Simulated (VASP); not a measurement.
Input of a VASP 6.6.1 run:

The input INCAR:

```
SYSTEM = Sn
ALGO     = Normal         ! electronic algorithm
EDIFF    = 1E-8           ! SCF threshold, eV
ENCUT    = 520            ! plane-wave cutoff, eV
GGA      = PE             ! functional
ISIF     = 2              ! what is computed and relaxed
ISMEAR   = -1             ! smearing method
LASPH    = .True.         ! aspherical terms in the spheres
LCHARG   = .False.        ! write CHGCAR
LEFG     = .True.       
LREAL    = .False.        ! projectors in reciprocal space
LWAVE    = .False.        ! write WAVECAR
NBANDS   = 21             ! bands
NELM     = 60             ! most SCF steps
PREC     = Accurate       ! precision mode
SIGMA    = 0.03           ! smearing width, eV
```

File KPOINTS:

```
k-points
0
Gamma
  9 9 9
  0 0 0
```

The input POSCAR:

```
Sn
1.0
    0.0000000000      3.2131440000      3.2456000000
    3.2131440000      0.0000000000      3.2456000000
    3.2131440000      3.2131440000      0.0000000000
Sn
2
Direct
    0.5000000000      0.5000000000      0.5000000000
    0.7500000000      0.7500000000      0.7500000000
```

Potentials or basis: VASP PAW PBE potentials, release 64 (Sn_d).

Launch:

```bash
$ cat potpaw_PBE.64/Sn_d/POTCAR > POTCAR
$ mpirun -np 1 vasp_std > vasp.out
```

(1) What does it give for the pressure?

(2) Estimate the band gap on the k mesh.

Results:

(1) 4.2 GPa.

(2) zero (bands 14 and 15 overlap by 0.06 eV).

Caveat: the cell differs from its parent crystal (equal xx and yy strain of -1 %); the cell stands under pressure; without QUAD_EFG the Cq values of the log hold for a quadrupole moment of 1 mb, not for the nuclei; spin-orbit coupling is left out, which moves the levels of the heavy elements.
